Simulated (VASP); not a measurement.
Wanted: the native input for a VASP 6.6.1 run.

- Task: single point
- Functional: PBEsol
- Potentials or basis: VASP PAW PBE potentials, release 64 (Pb_d, I)
- Cutoff: 500 eV
- k mesh: 6 × 6 × 2
- Occupations: gaussian, width 0.1 eV
- Spin: no spin polarisation
- Dipole correction: no
- Further INCAR settings: ALGO = Normal; EDIFF = 1e-06; NBANDS = 21

The structure of PbI2 lies in POSCAR:

```
PbI2
1.0
    4.5550018558      0.0000000000      0.0000000000
   -2.2775009279      3.9447473214      0.0000000000
    0.0000000000      0.0000000000      6.9770000000
Pb I
1 2
Direct
    0.0000000000      0.0000000000      0.0000000000
    0.3333333333      0.6666666667      0.2650000000
    0.6666666667      0.3333333333      0.7350000000
```

These files were run (other wordings do the same):

INCAR

```
ALGO = Normal
EDIFF = 1E-6
ENCUT = 500
GGA = PS
GGA_COMPAT = False
ISIF = 2
ISMEAR = 0
LASPH = True
LCHARG = False
LREAL = False
LWAVE = False
NBANDS = 21
NELM = 120
PREC = Accurate
SIGMA = 0.1
```

KPOINTS

```
k-points
0
Gamma
  6 6 2
```

Potentials or basis: VASP PAW PBE potentials, release 64 (Pb_d, I).

Run with:

```bash
$ cat potpaw_PBE.64/Pb_d/POTCAR potpaw_PBE.64/I/POTCAR > POTCAR
$ mpirun -np 1 vasp_std > vasp.out
```

It gave:

```json
{
 "Pressure": "0.1 GPa",
 "Largest force": "0.010 eV/Å",
 "Band gap on the k mesh": "2.11 eV, direct"
}
```

Caveat: the k points lie up to 0.45 Å⁻¹ apart; the PAW data sets were made with another functional, which shifts forces and pressure a little; spin-orbit coupling is left out, which moves the levels of the heavy elements; this functional lacks dispersion, which binds the layers, so the pressure and a relaxed spacing across them are unreliable.

It took 60 s on 1 thread of Intel(R) Xeon(R) Platinum 8259CL CPU @ 2.50GHz (Skylake/Cascade Lake), with other jobs on the host, peak memory 0.24 GiB.
